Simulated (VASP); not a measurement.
Set up this calculation in VASP 6.6.1, as the native input.

- Task: single point
- Functional: r2SCAN
- Dispersion: D4
- Potentials or basis: VASP PAW PBE potentials, release 64 (Ga_d, P)
- Cutoff: 520 eV
- k mesh: 6 × 6 × 6
- Occupations: gaussian, width 0.01 eV
- Spin: no spin polarisation
- Dipole correction: no
- Further INCAR settings: ALGO = Normal; EDIFF = 1e-07; NBANDS = 16

The system is GaP.

```
CELL_PARAMETERS angstrom
0.00000 2.71536 2.71536
2.71536 0.00000 2.71536
2.71536 2.71536 0.00000
ATOMIC_POSITIONS crystal
Ga 0.00000 0.00000 0.00000
P 0.25000 0.25000 0.25000
```

One way to write it, as run:

POSCAR

```
GaP
1.0
    0.0000000000      2.7153603420      2.7153603420
    2.7153603420      0.0000000000      2.7153603420
    2.7153603420      2.7153603420      0.0000000000
Ga P
1 1
Direct
    0.0000000000      0.0000000000      0.0000000000
    0.2500000000      0.2500000000      0.2500000000
```

INCAR.step1

```
PREC     = Accurate       # precision mode
ENCUT    = 520            # plane-wave cutoff, eV
ISMEAR   = 0              # smearing method
SIGMA    = 0.01           # smearing width, eV
LREAL    = False          # projectors in reciprocal space
LASPH    = True           # aspherical terms in the spheres
NELM     = 100            # most SCF steps
NBANDS   = 16             # bands
GGA      = PE             # functional
ALGO     = Normal         # electronic algorithm
EDIFF    = 1E-4           # SCF threshold, eV
LWAVE    = True           # write WAVECAR
LCHARG   = False          # write CHGCAR
```

INCAR.step2

```
PREC     = Accurate       # precision mode
ENCUT    = 520            # plane-wave cutoff, eV
EDIFF    = 1E-7           # SCF threshold, eV
ISMEAR   = 0              # smearing method
SIGMA    = 0.01           # smearing width, eV
LREAL    = False          # projectors in reciprocal space
LASPH    = True           # aspherical terms in the spheres
NELM     = 100            # most SCF steps
ALGO     = Normal         # electronic algorithm
ISIF     = 2              # what is computed and relaxed
LWAVE    = False          # write WAVECAR
LCHARG   = False          # write CHGCAR
METAGGA  = R2SCAN         # meta-GGA
LMIXTAU  = True         
IVDW     = 13             # dispersion correction
VDW_S6   = 1.0          
VDW_S8   = 0.6018749    
VDW_A1   = 0.51559235   
VDW_A2   = 5.77342911   
NBANDS   = 16             # bands
ISTART   = 1
```

KPOINTS

```
Automatic mesh
0
Gamma
  6 6 6
```

Potentials or basis: VASP PAW PBE potentials, release 64 (Ga_d, P).

Launch:

```sh
$ cat potpaw_PBE.64/Ga_d/POTCAR potpaw_PBE.64/P/POTCAR > POTCAR
$ cp INCAR.step1 INCAR
$ mpirun -np 1 vasp_std > vasp.out
$ cp INCAR.step2 INCAR
$ mpirun -np 1 vasp_std > vasp.out
```

Results of the run:

```json
{
  "Pressure": "-0.1 GPa",
  "Band gap on the k mesh": "1.89 eV (least direct gap 2.44 eV)",
  "Dispersion energy per atom": "-0.147 eV"
}
```

Caveat: the PAW data sets were made with another functional, which shifts forces and pressure a little.

Wall time 92 s on 1 thread of AMD EPYC 7R13, with other jobs on the host, peak memory 0.14 GiB.
